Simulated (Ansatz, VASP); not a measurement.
## One calculation of C, two programs

```
CELL_PARAMETERS angstrom
1.23250 0.71158 3.36139
-1.23250 0.71158 3.36139
0.00000 -1.42317 3.36139
ATOMIC_POSITIONS crystal
C 0.16192 0.16192 0.18300
C 0.83808 0.83808 0.81700
```

Change from the starting cell: mode 4 frozen in at +0.024 Å and mode 6 at -0.030 Å (largest displacements).

Alike in both runs: task single point; functional PBE; dispersion D3(BJ); k mesh 15 × 15 × 15; occupations gaussian, width 0.05 eV; no spin polarisation.

|  | VASP | Ansatz |
| --- | --- | --- |
| version | VASP 6.6.1 | Ansatz 0.2.0 |
| potentials or method | VASP PAW PBE potentials, release 64 (C), cutoff 520 eV | scalar-relativistic, plane waves, PAW |
| valence electrons in the cell | 8 | 8 |

Ansatz gave:

* gap on the k mesh at the Fermi level (eV): 0.29
* least direct gap on the mesh (eV): 0.29
* pressure (GPa): 1.7
* traceless stress, the component that is largest in VASP (GPa): 7.34
* rms of the force components (eV/Å): 2.025

Question: Estimate VASP's values.

Answer: gap on the k mesh at the Fermi level (eV): 0.29; least direct gap on the mesh (eV): 0.29; pressure (GPa): 2.1; traceless stress, the component that is largest in VASP (GPa): 7.70; rms of the force components (eV/Å): 2.028.

Atom by atom the forces differ by 0.004 eV/Å (rms over components).
